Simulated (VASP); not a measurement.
# Ti (P6/mmm) in VASP: further runs, part 2 of 2

VASP 6.6.1. Earlier steps stand in the parts before.

**3. Relaxation of shape and atoms at fixed volume, LDA (volume scaled by 0.94)**

Input file INCAR:

```
SYSTEM = Ti
PREC = Accurate
ENCUT = 600
EDIFF = 1E-6
ISMEAR = 0
SIGMA = 0.1
LREAL = .False.
LASPH = .True.
NELM = 100
ALGO = Fast
ISIF = 4
LWAVE = .False.
LCHARG = .False.
GGA = CA
IBRION = 2
NSW = 50
EDIFFG = -0.01
```

Input file KPOINTS:

```
Automatic mesh
0
Gamma
  12 12 14
  0 0 0
```

Input file POSCAR:

```
Ti
1.0
    4.3581180864      0.0000000028      0.0000000000
   -2.1790590456      3.7742409742      0.0000000000
    0.0000000000      0.0000000000      2.7162991419
Ti
3
Direct
    0.0000000000      0.0000000000      0.0000000000
    0.3333333333      0.6666666667      0.5000000000
    0.6666666667      0.3333333333      0.5000000000
```

Potentials or basis: VASP PAW LDA potentials, release 64 (Ti_sv).

Launch:

```
$ cat potpaw_LDA.64/Ti_sv/POTCAR > POTCAR
$ mpirun -np 1 vasp_std > vasp.out
```

OUTCAR:

```text
SYSTEM = Ti
   PREC = Accurate
   ENCUT = 600
   EDIFF = 1E-6
   ISMEAR = 0
   LREAL = .False.
   LASPH = .True.
   NELM = 100
   ISIF = 4
   GGA = CA
   IBRION = 2
   NSW = 50
   EDIFFG = -0.01

 ion  position               nearest neighbor table
   1  0.000  0.000  0.000-   2 2.86   3 2.86   2 2.86   3 2.86   3 2.86   3 2.86   2 2.86   2 2.86
                             3 2.86   3 2.86   2 2.86   2 2.86
   2  0.333  0.667  0.500-   3 2.52   3 2.52   3 2.52   1 2.86   1 2.86   1 2.86   1 2.86   1 2.86
                             1 2.86
   3  0.667  0.333  0.500-   2 2.52   2 2.52   2 2.52   1 2.86   1 2.86   1 2.86   1 2.86   1 2.86
                             1 2.86

  LATTYP: Found a hexagonal cell.
 ALAT       =     4.3581180864
 C/A-ratio  =     0.6232734148

  Lattice vectors:

 A1 = (   4.3581180864,   0.0000000028,   0.0000000000)
 A2 = (  -2.1790590456,   3.7742409742,   0.0000000000)
 A3 = (   0.0000000000,   0.0000000000,   2.7162991419)

Analysis of symmetry for initial positions (statically):
=====================================================================
 Subroutine PRICEL returns:
 Original cell was already a primitive cell.

 Routine SETGRP: Setting up the symmetry group for a
 hexagonal supercell.

 Subroutine GETGRP returns: Found 24 space group operations
 (whereof 24 operations were pure point group operations)
 out of a pool of 24 trial point group operations.

The static configuration has the point symmetry D_6h.

Analysis of symmetry for dynamics (positions and initial velocities):
=====================================================================
 Subroutine PRICEL returns:
[... 178 lines left out ...]
      direct lattice vectors                 reciprocal lattice vectors
     4.358118086  0.000000003  0.000000000     0.229456839  0.132476968  0.000000000
    -2.179059046  3.774240974  0.000000000    -0.000000000  0.264953935  0.000000000
     0.000000000  0.000000000  2.716299142     0.000000000  0.000000000  0.368147964

 POSITION                                       TOTAL-FORCE (eV/Angst)
 -----------------------------------------------------------------------------------
      0.00000      0.00000      0.00000        -0.000000      0.000000      0.000000
     -0.00000      2.51616      1.35815        -0.000000      0.000000     -0.000000
      2.17906      1.25808      1.35815         0.000000     -0.000000      0.000000
 -----------------------------------------------------------------------------------
    total drift:                                0.000000      0.000000     -0.000000

  FREE ENERGIE OF THE ION-ELECTRON SYSTEM (eV)
  ---------------------------------------------------
  free  energy   TOTEN  =       -25.6510507534 eV

  energy  without entropy=      -25.6362780790  energy(sigma->0) =      -25.64366442

--------------------------------------- Ionic step        2  -------------------------------------------

 number of electron      35.9999997 magnetization

 Free energy of the ion-electron system (eV)
  ---------------------------------------------------
  ext. energy  EPLUGINS =         0.00000000
  ---------------------------------------------------
  free energy    TOTEN  =       -25.65113824 eV

  energy without entropy =      -25.63639864  energy(sigma->0) =      -25.64376844

 E-fermi :   9.7045     XC(G=0): -12.5401

 val. band max:        9.6993154259   @ k =   0.3333   0.1667   0.0714
 cond. band min:       9.7076545148   @ k =   0.3333   0.3333   0.3571
 fundamental gap:      0.0083390889
 Fermi energy:         9.7045132231

 k-point     1 :       0.0000    0.0000    0.0000
  band No.  band energies     occupation
      1     -46.2575      2.00000
      2     -45.9804      2.00000
      3     -45.7209      2.00000
      4     -23.0065      2.00000
      5     -23.0065      2.00000
      6     -23.0064      2.00000
[... 589 lines left out ...]
     21      10.5302      0.00000
     22      10.9651      0.00000

 [... further k-points ...]
[... 5 lines left out ...]
  --------------------------------------------------------------------------------------
  -------------------------------------------------------------------------------------
  Total        2.3991220      2.3991220      2.4000134      0.0000000      0.0000000     -0.0000000
  in kB       86.0313414     86.0313414     86.0633064      0.0000000      0.0000000     -0.0000000
  external PRESSURE =      86.0419964 kB  Pullay stress =       0.0000000 kB

 VOLUME and BASIS-vectors are now :
 -----------------------------------------------------------------------------
  energy-cutoff  :      600.00
  volume of cell :       44.68
      direct lattice vectors                 reciprocal lattice vectors
     4.356099206  0.000000003  0.000000000     0.229563183  0.132538366 -0.000000000
    -2.178049605  3.772492572  0.000000000    -0.000000000  0.265076731  0.000000000
     0.000000000 -0.000000000  2.718817521     0.000000000 -0.000000000  0.367806957

 POSITION                                       TOTAL-FORCE (eV/Angst)
 -----------------------------------------------------------------------------------
     -0.00000      0.00000      0.00000         0.000000     -0.000000     -0.000000
     -0.00000      2.51500      1.35941         0.000000     -0.000000      0.000000
      2.17805      1.25750      1.35941        -0.000000      0.000000     -0.000000
 -----------------------------------------------------------------------------------
    total drift:                                0.000000      0.000000     -0.000000

  FREE ENERGIE OF THE ION-ELECTRON SYSTEM (eV)
  ---------------------------------------------------
  free  energy   TOTEN  =       -25.6511382379 eV

  energy  without entropy=      -25.6363986376  energy(sigma->0) =      -25.64376844

 reached required accuracy - stopping structural energy minimisation
```

CONTCAR:

```text
Ti
   1.00000000000000
     4.3560992058043073    0.0000000027997696    0.0000000000000000
    -2.1780496053001182    3.7724925723233254    0.0000000000000000
     0.0000000000000000   -0.0000000000000000    2.7188175209096372
  Ti
     3
Direct
     0.0000000000000000    0.0000000000000000    0.0000000000000000
     0.3333333332999970    0.6666666667000030    0.5000000000000000
     0.6666666667000030    0.3333333332999970    0.5000000000000000

  0.00000000E+00  0.00000000E+00  0.00000000E+00
  0.00000000E+00  0.00000000E+00  0.00000000E+00
  0.00000000E+00  0.00000000E+00  0.00000000E+00
```

It took 12 min on 1 thread of AMD EPYC 9R45 (Zen 5), shared host; peak memory 0.22 GiB.

What came out:

- Free energy: -25.6511 eV
- Energy gained by relaxing: 0.0 meV/atom
- Ionic steps: 2
- Pressure after relaxing: 8.6 GPa
- Band gap on the k mesh: zero (band 18 reaches 9.99 eV, above the bottom of band 19 at 9.53 eV)

Final structure:
```xyz
3
Lattice="4.3561 0.0000 0.0000 -2.1780 3.7725 0.0000 0.0000 0.0000 2.7188" Properties=species:S:1:pos:R:3 pbc="T T T"
Ti    0.0000    0.0000    0.0000
Ti    0.0000    2.5150    1.3594
Ti    2.1780    1.2575    1.3594
```

**4. Relaxation of shape and atoms at fixed volume, LDA (volume scaled by 0.97)**

Input file INCAR:

```
PREC     = Accurate       # precision mode
ENCUT    = 600            # plane-wave cutoff, eV
EDIFF    = 1E-6           # SCF threshold, eV
ISMEAR   = 0              # smearing method
SIGMA    = 0.1            # smearing width, eV
LREAL    = F              # projectors in reciprocal space
LASPH    = T              # aspherical terms in the spheres
NELM     = 80             # most SCF steps
ALGO     = Fast           # electronic algorithm
ISIF     = 4              # what is computed and relaxed
LWAVE    = F              # write WAVECAR
LCHARG   = F              # write CHGCAR
GGA      = CA             # functional
IBRION   = 2              # ionic algorithm
NSW      = 50             # ionic steps
EDIFFG   = -0.01          # ionic threshold
```

Input file KPOINTS:

```
regular mesh
0
Gamma
  12 12 14
```

Input file POSCAR:

```
Ti
1.0
    4.4058670912      0.0000000028      0.0000000000
   -2.2029335480      3.8155928253      0.0000000000
    0.0000000000      0.0000000000      2.7425634280
Ti
3
Direct
    0.0000000000      0.0000000000      0.0000000000
    0.3333333333      0.6666666667      0.5000000000
    0.6666666667      0.3333333333      0.5000000000
```

Launch:

```
$ cat potpaw_LDA.64/Ti_sv/POTCAR > POTCAR
$ mpirun -np 1 vasp_std > vasp.out
```

Wall time 13 min (1 thread of AMD EPYC 9R45 (Zen 5), shared host); peak memory 0.22 GiB.

The run converged. Its results:

```
Free energy               : -25.7072 eV
Energy gained by relaxing : 0.0 meV/atom
Ionic steps               : 2
Pressure after relaxing   : 4.0 GPa
Band gap on the k mesh    : zero (band 18 reaches 9.60 eV, above the bottom of band 19 at 9.18 eV)
```

Final structure:
```cif
data_structure
_symmetry_space_group_name_H-M 'P 1'
_symmetry_Int_Tables_number 1
_cell_length_a 4.4040
_cell_length_b 4.4040
_cell_length_c 2.7449
_cell_angle_alpha 90.000
_cell_angle_beta 90.000
_cell_angle_gamma 120.000
_cell_volume 46.11
loop_
_atom_site_label
_atom_site_type_symbol
_atom_site_fract_x
_atom_site_fract_y
_atom_site_fract_z
_atom_site_occupancy
Ti1 Ti 0.00000 0.00000 0.00000 1
Ti2 Ti 0.33333 0.66667 0.50000 1
Ti3 Ti 0.66667 0.33333 0.50000 1
```

Levels at points of the mesh, in eV from the Fermi level:
```tsv
k point	band 14	band 15	band 16	band 17	band 18	band 19	band 20	band 21	band 22
(0.00, 0.00, 0.00)	-2.28	-0.70	-0.70	-0.58	-0.58	0.01	0.74	1.39	1.39
(0.50, 0.00, 0.00)	-3.49	-2.90	-0.54	-0.52	-0.43	0.01	0.61	1.01	1.63
(0.00, 0.00, 0.50)	-2.47	-2.17	-1.88	-1.88	-1.64	1.16	1.16	1.39	1.39
(0.50, 0.00, 0.50)	-2.27	-1.96	-1.40	-0.75	-0.65	0.30	0.86	1.19	1.30
```

**5. The runs side by side**

```tsv
cell	gap on the mesh (eV)	pressure (GPa)
relaxed from a = 4.309, b = 4.309, c = 2.689 Å, angles 90.0, 90.0, 120.0°, 3 atoms	none	13.9
relaxed from a = 4.358, b = 4.358, c = 2.716 Å, angles 90.0, 90.0, 120.0°, 3 atoms	none	8.6
relaxed from a = 4.406, b = 4.406, c = 2.743 Å, angles 90.0, 90.0, 120.0°, 3 atoms	none	4.0
```

Alike in all rows: task relaxation of shape and atoms at fixed volume; level LDA; potentials or basis VASP PAW LDA potentials, release 64 (Ti_sv); no spin polarisation; k mesh 12 × 12 × 14; cutoff (eV) 600; smearing gaussian 0.1 eV.

Total energies depend on the potentials used, so only differences within one code and one set of settings carry meaning.
